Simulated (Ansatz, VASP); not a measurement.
**One calculation of InSb, two programs**

The input INCAR:

```
SYSTEM = InSb
  PREC = Accurate
  ENCUT = 520
  EDIFF = 1E-7
  ISMEAR = 0
  SIGMA = 0.15
  LREAL = .FALSE.
  LASPH = .TRUE.
  NELM = 100
  ALGO = Normal
  ISIF = 2
  LWAVE = .FALSE.
  LCHARG = .TRUE.
  GGA = PE
  LELF = .TRUE.
  LVHAR = .TRUE.
  NBANDS = 16
```

The input KPOINTS:

```
Automatic mesh
0
G
  16 16 16
  0 0 0
```

File POSCAR:

```
InSb
1.0
   -2.8102500000      2.8102500000      1.4883500000
    2.8102500000     -2.8102500000      1.4883500000
    2.8102500000      2.8102500000     -1.4883500000
In Sb
1 1
Direct
    0.2500000000      0.7500000000      0.5000000000
    0.0000000000      0.0000000000      0.0000000000
```

Input for Ansatz:

```yaml
crystal:
  lattice:
    - [-2.81025, 2.81025, 1.48835]
    - [2.81025, -2.81025, 1.48835]
    - [2.81025, 2.81025, -1.48835]
  atoms:
    - { symbol: In, position: [0.25, 0.75, 0.5] }
    - { symbol: Sb, position: [0.0, 0.0, 0.0] }
basis:
  ecutwfc: 420
kpoints:
  mp_grid: { grid: [16, 16, 16] }
hamiltonian:
  xc: pbe
  pseudopotentials: { kind: paw, azcp: { folder: soft_1 } }
scf:
  occupations: { method: gaussian, width: 0.15 }
output:
  forces: true
  stress: true
  eigenvalues: true
```

Alike in both runs: task single point; functional PBE; k mesh 16 × 16 × 16; occupations gaussian, width 0.15 eV; no spin polarisation.

|  | VASP | Ansatz |
| --- | --- | --- |
| version | VASP 6.6.1 | Ansatz 0.2.0 |
| potentials or method | VASP PAW PBE potentials, release 64 (In_d, Sb), cutoff 520 eV | scalar-relativistic, plane waves, PAW |
| valence electrons in the cell | 18 | 28 |

VASP gave:

* gap on the k mesh at the Fermi level (eV): none
* pressure (GPa): 13.7
* traceless stress, the component that is largest in VASP (GPa): 1.68

Q: What did Ansatz give for the same quantities?

A: gap on the k mesh at the Fermi level (eV): none; pressure (GPa): 13.7; traceless stress, the component that is largest in VASP (GPa): 1.64.

A gap of «none» marks a metal or a gap that the smearing closes. With one functional, cell and mesh, what is left measures potentials, basis and numerics. VASP's potentials hold 18 valence electrons a cell and Ansatz's 28, so a difference there can come from the potentials and not from the codes.

Neither program's run includes spin-orbit coupling.
